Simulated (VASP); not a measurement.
# CdS (F-43m) in VASP: vibrations by perturbation theory with RPBE

Aim: the vibrations by perturbation theory of CdS with RPBE.

All numbers are computed with VASP 6.6.1; they aren't measurements. Logs are shortened: lines on timing, memory, paths and dates and some standing lists are left out, and cuts for length are marked.

## (1) The cell of the first run

Symmetry: F-43m, No. 216, cubic system. Conventional cell: a = 6.007 Å, b = 6.007 Å, c = 6.007 Å, α = 90.00°, β = 90.00°, γ = 90.00°. Within 3.4 Å of Cd (site symmetry -43m) lie 4 S at 2.60 Å. Within 3.4 Å of S (site symmetry -43m) lie 4 Cd at 2.60 Å.

## (2) Vibrations by perturbation theory, RPBE

The input, INCAR:

```
  PREC = Accurate
  ENCUT = 520
  EDIFF = 1E-8
  ISMEAR = 0
  SIGMA = 0.01
  LREAL = False
  LASPH = True
  NELM = 80
  ALGO = Normal
  ISIF = 2
  LWAVE = False
  LCHARG = False
  GGA = RP
  IBRION = 8
  NSW = 1
  LEPSILON = True
```

The input, KPOINTS:

```
regular mesh
0
Gamma
  8 8 8
```

The input, POSCAR:

```
CdS
1.0
    0.0000000000      3.0035994480      3.0035994480
    3.0035994480      0.0000000000      3.0035994480
    3.0035994480      3.0035994480      0.0000000000
Cd S
1 1
Direct
    0.0000000000      0.0000000000      0.0000000000
    0.7500000000      0.7500000000      0.7500000000
```

Potentials or basis: VASP PAW PBE potentials, release 64 (Cd, S).

Launch:

```bash
cat potpaw_PBE.64/Cd/POTCAR potpaw_PBE.64/S/POTCAR > POTCAR
mpirun -np 1 vasp_std > vasp.out
```

OUTCAR:

```text
PREC = Accurate
   ENCUT = 520
   EDIFF = 1E-8
   ISMEAR = 0
   LREAL = False
   LASPH = True
   NELM = 80
   ISIF = 2
   GGA = RP
   IBRION = 8
   NSW = 1
   LEPSILON = True

 ion  position               nearest neighbor table
   1  0.000  0.000  0.000-   2 2.60   2 2.60   2 2.60   2 2.60
   2  0.750  0.750  0.750-   1 2.60   1 2.60   1 2.60   1 2.60

  LATTYP: Found a face centered cubic cell.
 ALAT       =     6.0071988960

  Lattice vectors:

 A1 = (   0.0000000000,   3.0035994480,   3.0035994480)
 A2 = (   3.0035994480,   0.0000000000,   3.0035994480)
 A3 = (   3.0035994480,   3.0035994480,   0.0000000000)

Analysis of symmetry for initial positions (statically):
=====================================================================
 Subroutine PRICEL returns:
 Original cell was already a primitive cell.

 Routine SETGRP: Setting up the symmetry group for a
 face centered cubic supercell.

 Subroutine GETGRP returns: Found 24 space group operations
 (whereof 24 operations were pure point group operations)
 out of a pool of 48 trial point group operations.

The static configuration has the point symmetry T_d .

Analysis of symmetry for dynamics (positions and initial velocities):
=====================================================================
 Subroutine PRICEL returns:
 Original cell was already a primitive cell.

 Routine SETGRP: Setting up the symmetry group for a
 face centered cubic supercell.

 Subroutine GETGRP returns: Found 24 space group operations
 (whereof 24 operations were pure point group operations)
 out of a pool of 48 trial point group operations.

The dynamic configuration has the point symmetry T_d .

 Subroutine INISYM returns: Found 24 space group operations
 (whereof 24 operations are pure point group operations),
 and found     1 'primitive' translations

----------------------------------------------------------------------------------------

                                     Primitive cell

  volume of cell :      54.1946

  direct lattice vectors                    reciprocal lattice vectors
     0.000000000  3.003599448  3.003599448    -0.166466937  0.166466937  0.166466937
     3.003599448  0.000000000  3.003599448     0.166466937 -0.166466937  0.166466937
     3.003599448  3.003599448  0.000000000     0.166466937  0.166466937 -0.166466937

  length of vectors
     4.247731075  4.247731075  4.247731075     0.288329193  0.288329193  0.288329193

  position of ions in fractional coordinates (direct lattice)
     0.000000000  0.000000000  0.000000000
     0.750000000  0.750000000  0.750000000

  ion indices of the primitive-cell ions
   primitive index   ion index
                 1           1
                 2           2

----------------------------------------------------------------------------------------

 KPOINTS: regular mesh

Automatic generation of k-mesh.
 Grid dimensions read from file:
 generate k-points for:    8    8    8

 Generating k-lattice:

  Cartesian coordinates                     Fractional coordinates (reciprocal lattice)
    -0.020808367  0.020808367  0.020808367     0.125000000  0.000000000  0.000000000
     0.020808367 -0.020808367  0.020808367     0.000000000  0.125000000  0.000000000
[... 532 lines left out ...]
  ---------------------------------------------------
  free energy    TOTEN  =        -0.87953909 eV

  energy without entropy =       -0.87953909

------------------------ aborting loop because EDIFF is reached ----------------------------------------

--------------------------------------- Ionic step        2  -------------------------------------------

------------------------ aborting loop because EDIFF is reached ----------------------------------------

--------------------------------------- Ionic step        3  -------------------------------------------

------------------------ aborting loop because EDIFF is reached ----------------------------------------

 PIEZOELECTRIC TENSOR FIELD DIRECTION 3  (e Angst)
 -----------------------------------------------------------------------------
    -0.00099  2.21729  0.00000           ( -0.00000 -0.02818  0.00000)
     2.21729 -0.00099  0.00000           ( -0.02818 -0.00000  0.00000)
     0.00000  0.00000  0.00003           (  0.00000  0.00000 -0.00000)

 PIEZOELECTRIC TENSOR FIELD DIRECTION 3  (C/m^2)
 -----------------------------------------------------------------------------
    -0.00029  0.65551  0.00000
     0.65551 -0.00029  0.00000
     0.00000  0.00000  0.00001

--------------------------------------- Ionic step        4  -------------------------------------------

------------------------ aborting loop because EDIFF is reached ----------------------------------------

[... ionic steps 5 to 6 ...]

--------------------------------------- Ionic step        7  -------------------------------------------

 Free energy of the ion-electron system (eV)
  ---------------------------------------------------
  ---------------------------------------------------
  free energy    TOTEN  =        -0.10791374 eV

  energy without entropy =       -0.10791374

------------------------ aborting loop because EDIFF is reached ----------------------------------------

 INTERNAL STRAIN TENSOR  FOR ION    2  DIRECTION 1   (eV/Angst):
 -----------------------------------------------------------------------------
    -0.00176  0.00000  0.00000
     0.00000  0.00372  4.32171
     0.00000  4.32171  0.00372

 MACROSCOPIC STATIC DIELECTRIC TENSOR (including local field effects in DFT)
 ------------------------------------------------------
           6.314233    -0.000000    -0.000000
          -0.000000     6.314233     0.000000
          -0.000000    -0.000000     6.314233
 ------------------------------------------------------

 PIEZOELECTRIC TENSOR (including local field effects)  for field in x, y, z        (e  Angst)
          XX          YY          ZZ          XY          YZ          ZX
  --------------------------------------------------------------------------------
  x    -0.00000     0.00000    -0.00000     0.00000     2.23000    -0.00000
  y    -0.00000     0.00000     0.00000     0.00000     0.00000     2.23000
  z    -0.00000    -0.00000     0.00000     2.23000     0.00000     0.00000

 PIEZOELECTRIC TENSOR (including local field effects)  for field in x, y, z        (C/m^2)
          XX          YY          ZZ          XY          YZ          ZX
  --------------------------------------------------------------------------------
  x    -0.00000     0.00000    -0.00000     0.00000     0.65926    -0.00000
  y    -0.00000     0.00000     0.00000     0.00000     0.00000     0.65926
  z    -0.00000    -0.00000     0.00000     0.65926     0.00000     0.00000

 BORN EFFECTIVE CHARGES (including local field effects) (in |e|, cummulative output)
 ---------------------------------------------------------------------------------
 ion    1
    1     2.30030    -0.00000    -0.00000
    2     0.00000     2.30030     0.00000
    3     0.00000     0.00000     2.30030
 ion    2
    1    -2.30030     0.00000     0.00000
    2     0.00000    -2.30030     0.00000
    3     0.00000     0.00000    -2.30030

 INTERNAL STRAIN TENSOR FOR ION    2 for displacements in x,y,z  (eV/Angst):
          X           Y           Z          XY          YZ          ZX
  --------------------------------------------------------------------------------
  x     0.00000     0.00000     0.00000     0.00000     4.32171     0.00000
  y     0.00000     0.00000     0.00000     0.00000     0.00000     4.32171
  z     0.00000     0.00000     0.00000     4.32171     0.00000     0.00000

 SECOND DERIVATIVES (NOT SYMMETRIZED)
 ------------------------------------
               1X          1Y          1Z          2X          2Y          2Z
  1X    -3.793827    0.000000    0.000000    3.793827    0.000000    0.000000
  1Y     0.000000   -3.793827    0.000000    0.000000    3.793827    0.000000
  1Z     0.000000    0.000000   -3.793827    0.000000    0.000000    3.793827
  2X     3.829195    0.000000    0.000000   -3.829195    0.000000    0.000000
  2Y     0.000000    3.829195    0.000000    0.000000   -3.829195    0.000000
  2Z     0.000000    0.000000    3.829195    0.000000    0.000000   -3.829195

 Eigenvectors and eigenvalues of the dynamical matrix
 ----------------------------------------------------

   1 f  =    6.118320 THz    38.442541 2PiTHz  204.085202 cm-1    25.303329 meV
             X         Y         Z           dx          dy          dz
      0.000000  0.000000  0.000000    -0.469414    0.000000    0.000000
      4.505399  4.505399  4.505399     0.882978    0.000000    0.000000
[... 21 lines left out ...]
   6 f/i=    0.011766 THz     0.073928 2PiTHz    0.392471 cm-1     0.048660 meV
             X         Y         Z           dx          dy          dz
      0.000000  0.000000  0.000000     0.000000    0.000000    0.882978
      4.505399  4.505399  4.505399     0.000000    0.000000    0.469414

--------------------------------------------------------------------------------------------------------

 MACROSCOPIC STATIC DIELECTRIC TENSOR IONIC CONTRIBUTION
 ------------------------------------------------------
           4.635303    -0.000000    -0.000000
          -0.000000     4.635303    -0.000000
          -0.000000    -0.000000     4.635303
 ------------------------------------------------------

 ELASTIC MODULI CONTR FROM IONIC RELAXATION (kBar)
 Direction    XX          YY          ZZ          XY          YZ          ZX
 --------------------------------------------------------------------------------
 XX          -0.0000     -0.0000     -0.0000     -0.0000     -0.0000     -0.0000
 YY          -0.0000     -0.0000     -0.0000     -0.0000     -0.0000     -0.0000
 ZZ          -0.0000     -0.0000     -0.0000     -0.0000     -0.0000     -0.0000
 XY          -0.0000     -0.0000     -0.0000   -148.1209      0.0000      0.0000
 YZ          -0.0000     -0.0000     -0.0000      0.0000   -148.1209      0.0000
 ZX          -0.0000     -0.0000     -0.0000      0.0000      0.0000   -148.1209
 --------------------------------------------------------------------------------

 PIEZOELECTRIC TENSOR IONIC CONTR  for field in x, y, z        (C/m^2)
          XX          YY          ZZ          XY          YZ          ZX
  --------------------------------------------------------------------------------
  x    -0.00000    -0.00000    -0.00000     0.00000    -0.77969     0.00000
  y    -0.00000    -0.00000    -0.00000     0.00000     0.00000    -0.77969
  z    -0.00000    -0.00000    -0.00000    -0.77969     0.00000     0.00000
```

Wall time 4.1 min (1 thread of Intel Xeon Platinum 8559C (Emerald Rapids), shared host); peak memory 0.33 GiB.

What came out:

```yaml
Electronic_dielectric_tensor_diagonal: 6.31
Born_charges_mean_of_the_diagonal: Cd +2.30; S -2.30 e
Highest_phonon_frequency_at_Γ_LO-TO_splitting_left_out: 204 cm⁻¹
```

Phonon frequencies in cm⁻¹ (negative: imaginary):
```tsv
q point	frequencies
(0.000, 0.000, 0.000)	0 0 0 204 204 204
```

Electronic dielectric tensor:
```
6.31 0.00 0.00
0.00 6.31 0.00
0.00 0.00 6.31
```

Born effective charge tensors (e):
atom 1, Cd
```
2.30 0.00 0.00
0.00 2.30 0.00
0.00 0.00 2.30
```
atom 2, S
```
-2.30  0.00  0.00
 0.00 -2.30  0.00
 0.00  0.00 -2.30
```
